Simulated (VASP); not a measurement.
# TiW3: single point with PBE

Crystal: TiW3.

```
Ti W
1.0
     4.54869    0.00000    0.00000
    -2.27435    3.93928    0.00000
     0.00000    0.00000    4.58689
Ti W
1 3
Direct
  0.00000 0.00000 0.50000
  0.33333 0.66667 0.50000
  0.66667 0.33333 0.50000
  0.00000 0.00000 0.00000
```

```yaml
Program: VASP 6.6.1
Task: single point
Functional: PBE
Potentials_or_basis: VASP PAW PBE potentials, release 64 (Ti_sv, W_sv)
Cutoff: 520 eV
k_mesh: 6 × 6 × 4
Occupations: gaussian, width 0.1 eV
Spin: no spin polarisation
Dipole_correction: no
Further_INCAR_settings: ALGO = Fast; EDIFF = 1e-06; NBANDS = 35
```

The pressure is 0.4 GPa and the band gap on the k mesh is zero (band 27 reaches 7.73 eV, above the bottom of band 28 at 6.85 eV).

Stress tensor (GPa, compression positive):
```
0.33 0.00 0.00
0.00 0.33 0.00
0.00 0.00 0.64
```

Levels at points of the mesh, in eV from the Fermi level:
```tsv
k point	band 23	band 24	band 25	band 26	band 27	band 28	band 29	band 30	band 31	band 32
(0.00, 0.00, 0.00)	-1.19	-1.14	-1.14	-1.10	-1.10	0.14	0.14	1.02	1.73	1.83
(0.50, 0.00, 0.00)	-2.06	-1.55	-1.24	-1.10	-0.81	0.73	1.18	1.26	1.87	2.07
(0.00, 0.00, 0.50)	-0.78	-0.71	-0.71	-0.41	-0.41	0.44	1.04	1.04	1.48	1.49
(0.50, 0.00, 0.50)	-2.03	-0.68	-0.64	-0.60	-0.30	0.27	0.71	0.85	2.07	2.16
```

Wall time 3 min on 1 thread of Intel Xeon 6975P-C (shared host), peak memory 0.23 GiB.

Caveat: spin-orbit coupling is left out, which moves the levels of the heavy elements.
